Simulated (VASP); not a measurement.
Zn4Sn4P8H (a cell with a defect), 17 atoms in the cell. The cell holds a defect, 17 atoms: a = 6.996 Å, b = 6.996 Å, c = 8.064 Å, α = 90.00°, β = 90.00°, γ = 109.61°. 

```yaml
Program: VASP 6.6.1
Task: single point
Functional: PBE
Potentials_or_basis: VASP PAW PBE potentials, release 64 (Zn, Sn_d, P, H)
Cutoff: 400 eV
k_mesh: 2 × 2 × 2, shifted
Occupations: gaussian, width 0.02 eV
Spin: no spin polarisation
Dipole_correction: no
Charge: 1
Further_INCAR_settings: ALGO = Normal; EDIFF = 1e-06; NBANDS = 86; NELECT = 144.0
```

Potentials or basis: VASP PAW PBE potentials, release 64 (Zn, Sn_d, P, H).

Command:

```console
$ cat potpaw_PBE.64/Zn/POTCAR potpaw_PBE.64/Sn_d/POTCAR potpaw_PBE.64/P/POTCAR potpaw_PBE.64/H/POTCAR > POTCAR
$ mpirun -np 1 vasp_std > vasp.out
```

Hardware: 1 thread of Oxide Virtual Turin-like Processor (shared host).

Problem. How long does it take, and how much memory?

Solution. It took 3.6 min on 1 thread of Oxide Virtual Turin-like Processor (shared host), peak memory 0.34 GiB. Counts: scf iterations 16, k points 3.
